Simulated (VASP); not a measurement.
The system is Al5Cu3.

```xyz
8
Lattice="3.8468 0.0000 0.0000 0.0000 3.8468 0.0000 0.0000 0.0000 8.2221" Properties=species:S:1:pos:R:3 pbc="T T T"
Al    0.0000    1.9234    2.0595
Al    0.0000    1.9234    6.1626
Al    1.9234    0.0000    2.0595
Al    1.9234    0.0000    6.1626
Al    0.0000    0.0000    0.0000
Cu    0.0000    0.0000    4.1111
Cu    1.9234    1.9234    0.0000
Cu    1.9234    1.9234    4.1111
```

The cell was built from a structure type or drawn by symmetry, and may not be a known phase.

```yaml
Program: VASP 6.6.1
Task: relaxation of cell and atoms
Functional: PBE
Potentials_or_basis: VASP PAW PBE potentials, release 64 (Al, Cu)
Cutoff: 600 eV
k_mesh: 4 × 4 × 2
Occupations: gaussian, width 0.2 eV
Spin: no spin polarisation
```

At the start: pressure -3.7 GPa; volume 15.21 Å³/atom.

**Question.** How do energy, volume and symmetry change on relaxing?

**Answer.** Over 7 steps the energy falls by 57.4 meV/atom and the volume is 14.52 Å³/atom (-4.5 %); space group P4/mmm (No. 123, to 0.1 Å) before and after.

The path:
```csv
step,energy change (eV),largest force (eV/Å),pressure (GPa),volume (Å³)
1,0.0000,0.5328,-3.67,121.67
2,-0.3201,0.6148,-0.38,115.53
3,-0.3295,0.6065,3.36,112.47
4,-0.3397,0.6160,2.29,113.57
5,-0.4212,0.3464,0.92,115.43
6,-0.4305,0.1996,-0.46,116.47
7,-0.4591,0.0175,-0.09,116.17
```

Final structure:
```yaml
crystal:
  lattice:
    - [3.88822, 0.00000, 0.00000]
    - [0.00000, 3.88822, 0.00000]
    - [0.00000, 0.00000, 7.68409]
  atoms:
    - { symbol: Al, position: [0.00000, 0.50000, 0.26560] }
    - { symbol: Al, position: [0.00000, 0.50000, 0.73440] }
    - { symbol: Al, position: [0.50000, 0.00000, 0.26560] }
    - { symbol: Al, position: [0.50000, 0.00000, 0.73440] }
    - { symbol: Al, position: [0.00000, 0.00000, 0.00000] }
    - { symbol: Cu, position: [0.00000, 0.00000, 0.50000] }
    - { symbol: Cu, position: [0.50000, 0.50000, 0.00000] }
    - { symbol: Cu, position: [0.50000, 0.50000, 0.50000] }
```

Caveat: the k points lie up to 0.41 Å⁻¹ apart in the final cell, too coarse for converged energies and pressures of a metal.
